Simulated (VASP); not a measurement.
Write the native input for VASP 6.6.1 that does the following.

* Task: single point
* Functional: PBE
* Dispersion: D3(BJ)
* Potentials or basis: VASP PAW PBE potentials, release 64 (Ge_d, H)
* Cutoff: 410 eV
* k mesh: 3 × 3 × 1
* Occupations: gaussian, width 0.1 eV
* Spin: no spin polarisation
* Dipole correction: yes
* Further INCAR settings: ALGO = Normal; EDIFF = 1e-06; NBANDS = 134; NELMDL = -8

The structure of Ge2H lies in POSCAR:

```
Ge2H
1.0
    8.0601468051      0.0000000000      0.0000000000
   -4.0300734025      6.9802918914      0.0000000000
    0.0000000000      0.0000000000     26.3231764426
Ge H
16 8
Direct
    0.6666666667      0.3333333333      0.3620383741
    0.6666666667      0.8333333333      0.3620383741
    0.1666666667      0.3333333333      0.3620383741
    0.1666666667      0.8333333333      0.3620383741
    0.5000000000      0.5000000000      0.3932897426
    0.5000000000      0.0000000000      0.3932897426
    0.0000000000      0.5000000000      0.3932897426
    0.0000000000      0.0000000000      0.3932897426
   -0.0001318535      0.5001318535      0.4863039235
   -0.0001318535     -0.0002637069      0.4863039235
    0.5002637069      0.5001318535      0.4863039235
    0.5000000000      0.0000000000      0.4863494143
    0.8333333333      0.6666666667      0.5163385170
    0.8334722234      0.1667361117      0.5161703131
    0.3332638883      0.6665277766      0.5161703131
    0.3332638883      0.1667361117      0.5161703131
    0.6666116794      0.3332233587      0.3029917670
    0.6666116794      0.8333883206      0.3029917670
    0.1666666667      0.3333333333      0.3029922652
    0.1667766413      0.8333883206      0.3029917670
    0.8333333333      0.6666666667      0.5753144200
    0.8334921822      0.1667460911      0.5752908690
    0.3332539089      0.6665078178      0.5752908690
    0.3332539089      0.1667460911      0.5752908690
```

One way to write it, as run:

INCAR

```
SYSTEM = Ge2H
PREC = Accurate ; ENCUT = 410
EDIFF = 1E-6 ; ISMEAR = 0
SIGMA = 0.1 ; LREAL = .FALSE.
LASPH = .TRUE. ; NELM = 120
ALGO = Normal ; ISIF = 2
LWAVE = .FALSE. ; LCHARG = .FALSE.
LDIPOL = .TRUE. ; IDIPOL = 3
DIPOL = 0.5 0.5 0.439 ; GGA = PE
IVDW = 12 ; NBANDS = 134
GGA_COMPAT = .FALSE. ; NELMDL = -8
```

KPOINTS

```
regular mesh
0
G
  3 3 1
  0 0 0
```

Potentials or basis: VASP PAW PBE potentials, release 64 (Ge_d, H).

Command:

```console
$ cat potpaw_PBE.64/Ge_d/POTCAR potpaw_PBE.64/H/POTCAR > POTCAR
$ mpirun -np 1 vasp_std > vasp.out
```

Results of the run:

The largest force is 0.240 eV/Å, the band gap on the k mesh is 0.69 eV and the dispersion energy per atom is -0.148 eV.

It took 23 min on 1 thread of Intel(R) Xeon(R) Platinum 8375C CPU @ 2.90GHz (Ice Lake) (shared host), peak memory 1.1 GiB.
